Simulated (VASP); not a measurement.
Here is a VASP 6.6.1 calculation.

Contents of POSCAR:

```
LiF
1.0
    3.0810126371      0.0000000000      0.0000000000
   -1.5405063186      2.6682352131      0.0000000000
    0.0000000000      0.0000000000      4.7853429675
Li F
2 2
Direct
    0.3333333333      0.6666666667     -0.0074305300
    0.6666666667      0.3333333333      0.4925694700
    0.3333333333      0.6666666667      0.3824305300
    0.6666666667      0.3333333333      0.8824305300
```

Contents of INCAR.step1:

```
SYSTEM = LiF
PREC = Accurate
ENCUT = 520
ISMEAR = 0
SIGMA = 0.01
LREAL = .False.
LASPH = .True.
NELM = 60
NBANDS = 18
GGA = PE
ALGO = Normal
EDIFF = 1E-4
LWAVE = .True.
LCHARG = .False.
```

Contents of INCAR.step2:

```
SYSTEM = LiF
PREC = Accurate
ENCUT = 520
EDIFF = 1E-6
ISMEAR = 0
SIGMA = 0.01
LREAL = .False.
LASPH = .True.
NELM = 60
ALGO = Normal
ISIF = 2
LWAVE = .False.
LCHARG = .True.
METAGGA = R2SCAN
LMIXTAU = .True.
LELF = .True.
LVHAR = .True.
NBANDS = 18
ISTART = 1
```

Contents of KPOINTS:

```
regular mesh
0
Gamma
  9 9 4
  0 0 0
```

Potentials or basis: VASP PAW PBE potentials, release 64 (Li_sv, F).

Run with:

```console
$ cat potpaw_PBE.64/Li_sv/POTCAR potpaw_PBE.64/F/POTCAR > POTCAR
$ cp INCAR.step1 INCAR
$ mpirun -np 1 vasp_std > vasp.out
$ cp INCAR.step2 INCAR
$ mpirun -np 1 vasp_std > vasp.out
```

Q: Predict the largest force.

A: 0.003 eV/Å.

Q: Estimate the band gap on the k mesh.

A: 8.68 eV.

Forces on the atoms (eV/Å):
```
Li   0.000  0.000 -0.003
Li   0.000  0.000 -0.003
F    0.000  0.000  0.003
F    0.000  0.000  0.003
```

Caveat: the PAW data sets were made with another functional, which shifts forces and pressure a little; an odd mesh through Γ misses points on the zone boundary, where band edges can lie.
